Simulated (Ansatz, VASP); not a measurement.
**One calculation of AlGa3N2, two programs**

```
Al Ga N
1.0
     2.74535    1.58503    4.68762
    -2.74535    1.58503    4.68762
     0.00000   -3.17005    4.68762
Al Ga N
1 3 2
Direct
  0.50000 0.50000 0.50000
  0.50000 0.50000 0.00000
  0.00000 0.50000 0.50000
  0.50000 0.00000 0.50000
  0.75022 0.75022 0.75022
  0.24978 0.24978 0.24978
```

Change from the starting cell: species swapped into the Ca2GePd3 type (R-3m, No. 166).

Alike in both runs: functional PBE; k mesh 12 × 12 × 12; occupations gaussian, width 0.1 eV; no spin polarisation.

Ansatz relaxed the structure, and its values are those at the end. VASP's run is a single point on that final structure, the one shown.

|  | VASP | Ansatz |
| --- | --- | --- |
| version | VASP 6.6.1 | Ansatz 0.2.0 |
| potentials or method | VASP PAW PBE potentials, release 64 (Al, Ga_d, N), cutoff 520 eV | scalar-relativistic, plane waves, PAW |
| valence electrons in the cell | 52 | 52 |

|  | VASP | Ansatz | Ansatz less VASP |
| --- | --- | --- | --- |
| gap on the k mesh at the Fermi level (eV) | none | none | - |
| pressure (GPa) | 0.1 | 0.0 | -0.12 |
| rms of the force components (eV/Å) | 0.014 | 0.000 | -0.0139 |

A gap of «none» marks a metal or a gap that the smearing closes.
